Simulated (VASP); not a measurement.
A run of VASP 6.6.1:

INCAR

```
SYSTEM = CsLi3P2
ALGO = Normal
EDIFF = 1E-6
ENCUT = 520
GGA = PE
ISIF = 2
ISMEAR = 0
LASPH = .True.
LCHARG = .False.
LREAL = .False.
LWAVE = .False.
NBANDS = 23
NELM = 100
PREC = Accurate
SIGMA = 0.1
```

File KPOINTS:

```
k-points
0
Gamma
  3 3 4
  0 0 0
```

Contents of POSCAR:

```
CsLi3P2
1.0
    7.8542916468      0.0000000036      0.0000000000
   -3.9271458265      6.8020160931      0.0000000000
    0.0000000000      0.0000000000      3.4968546900
Cs Li P
1 3 2
Direct
    0.0000000000      0.0000000000      0.0000000000
    0.5000000000      0.0000000000      0.5000000000
    0.0000000000      0.5000000000      0.5000000000
    0.5000000000      0.5000000000      0.5000000000
    0.3333333333      0.6666666667      0.5000000000
    0.6666666667      0.3333333333      0.5000000000
```

Potentials or basis: VASP PAW PBE potentials, release 64 (Cs_sv, Li_sv, P).

Run with:

```bash
$ cat potpaw_PBE.64/Cs_sv/POTCAR potpaw_PBE.64/Li_sv/POTCAR potpaw_PBE.64/P/POTCAR > POTCAR
$ mpirun -np 1 vasp_std > vasp.out
```

Hardware: 1 thread of AMD EPYC 7R43 64-Core Processor (Zen 3) (shared host).

Question: How long does it take, and how much memory?

Answer: Wall time 68 s on 1 thread of AMD EPYC 7R43 64-Core Processor (Zen 3), with other jobs on the host, peak memory 0.26 GiB. Counts: scf iterations 15, k points 9.
